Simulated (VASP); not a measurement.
Write the native input for VASP 6.6.1 that does the following.

```yaml
Task: single point
Functional: HSE06
Potentials_or_basis: VASP PAW PBE potentials, release 64 (Ag, Br)
Cutoff: 400 eV
k_mesh: 4 × 4 × 4
Occupations: gaussian, width 0.01 eV
Spin: no spin polarisation
Dipole_correction: no
Grid_for_exact_exchange_PRECFOCK: Normal
Further_INCAR_settings: ALGO = Normal; EDIFF = 1e-06; NBANDS = 16
Share_of_exact_exchange: 0.25
Screening_parameter: 0.2079 1/Å
```

The system is AgBr.

```
CELL_PARAMETERS angstrom
0.00000 2.89276 2.89276
2.89276 0.00000 2.89276
2.89276 2.89276 0.00000
ATOMIC_POSITIONS crystal
Ag 0.00000 0.00000 0.00000
Br 0.50000 0.50000 0.50000
```

These files were run (other wordings do the same):

POSCAR

```
AgBr
1.0
    0.0000000000      2.8927622861      2.8927622861
    2.8927622861      0.0000000000      2.8927622861
    2.8927622861      2.8927622861      0.0000000000
Ag Br
1 1
Direct
    0.0000000000      0.0000000000      0.0000000000
    0.5000000000      0.5000000000      0.5000000000
```

INCAR.step1

```
  PREC = Accurate
  ENCUT = 400
  EDIFF = 1E-5
  ISMEAR = 0
  SIGMA = 0.01
  LREAL = False
  LASPH = True
  NELM = 120
  ALGO = Normal
  ISIF = 2
  LWAVE = True
  LCHARG = False
  GGA = PE
  NBANDS = 16
  GGA_COMPAT = False
```

INCAR.step2

```
  PREC = Accurate
  ENCUT = 400
  EDIFF = 1E-6
  ISMEAR = 0
  SIGMA = 0.01
  LREAL = False
  LASPH = True
  NELM = 120
  ALGO = Normal
  ISIF = 2
  LWAVE = False
  LCHARG = False
  GGA = PE
  LHFCALC = True
  HFSCREEN = 0.2079
  PRECFOCK = Normal
  ISTART = 1
  NBANDS = 16
  GGA_COMPAT = False
```

KPOINTS

```
Automatic mesh
0
Gamma
  4 4 4
```

Potentials or basis: VASP PAW PBE potentials, release 64 (Ag, Br).

The run is started by

```sh
$ cat potpaw_PBE.64/Ag/POTCAR potpaw_PBE.64/Br/POTCAR > POTCAR
$ cp INCAR.step1 INCAR
$ mpirun -np 1 vasp_std > vasp.out
$ cp INCAR.step2 INCAR
$ mpirun -np 1 vasp_std > vasp.out
```

It gave:

The pressure is 0.8 GPa and the band gap on the k mesh is 2.02 eV (least direct gap 3.77 eV).

Caveat: the k points lie up to 0.47 Å⁻¹ apart; the PAW data sets were made with another functional, which shifts forces and pressure a little.

It took 3.5 min on 1 thread of Intel(R) Xeon(R) Platinum 8488C (Sapphire Rapids), with other jobs on the host, peak memory 0.27 GiB.
